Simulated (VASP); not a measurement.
Write the native input for VASP 6.6.1 that does the following.

* Task: single point
* Functional: r2SCAN
* Potentials or basis: VASP PAW PBE potentials, release 64 (W_sv)
* Cutoff: 520 eV
* k mesh: 24 × 24 × 24
* Occupations: gaussian, width 0.15 eV
* Spin: no spin polarisation
* Dipole correction: no
* Further INCAR settings: ALGO = Normal; EDIFF = 1e-06; NBANDS = 13

W:

```
CELL_PARAMETERS angstrom
-1.64232 1.64232 1.51093
1.64232 -1.64232 1.51093
1.64232 1.64232 -1.51093
ATOMIC_POSITIONS crystal
W 0.00000 0.00000 0.00000
```

This cell differs from its parent crystal: ratio of the length along z to the lengths across it x 0.92, volume and fractional coordinates fixed.

The input as run:

POSCAR

```
W
1.0
   -1.6423178603      1.6423178603      1.5109324315
    1.6423178603     -1.6423178603      1.5109324315
    1.6423178603      1.6423178603     -1.5109324315
W
1
Direct
    0.0000000000      0.0000000000      0.0000000000
```

INCAR.step1

```
SYSTEM = W
PREC = Accurate
ENCUT = 520
ISMEAR = 0
SIGMA = 0.15
LREAL = .FALSE.
LASPH = .TRUE.
NELM = 100
NBANDS = 13
GGA = PE
ALGO = Normal
EDIFF = 1E-4
LWAVE = .TRUE.
LCHARG = .FALSE.
```

INCAR.step2

```
SYSTEM = W
PREC = Accurate
ENCUT = 520
EDIFF = 1E-6
ISMEAR = 0
SIGMA = 0.15
LREAL = .FALSE.
LASPH = .TRUE.
NELM = 100
ALGO = Normal
ISIF = 2
LWAVE = .FALSE.
LCHARG = .FALSE.
METAGGA = R2SCAN
LMIXTAU = .TRUE.
NBANDS = 13
ISTART = 1
```

KPOINTS

```
regular mesh
0
G
  24 24 24
  0 0 0
```

Potentials or basis: VASP PAW PBE potentials, release 64 (W_sv).

Run with:

```console
$ cat potpaw_PBE.64/W_sv/POTCAR > POTCAR
$ cp INCAR.step1 INCAR
$ mpirun -np 1 vasp_std > vasp.out
$ cp INCAR.step2 INCAR
$ mpirun -np 1 vasp_std > vasp.out
```

It gave:

```yaml
Pressure: -5.2 GPa
Band_gap_on_the_k_mesh: zero (band 7 reaches 15.95 eV, above the bottom of band 8 at 9.62 eV)
```

Caveat: the PAW data sets were made with another functional, which shifts forces and pressure a little; spin-orbit coupling is left out, which moves the levels of the heavy elements.

It took 6.8 min on 1 thread of Intel Xeon 6975P-C, on a shared host, peak memory 0.33 GiB.
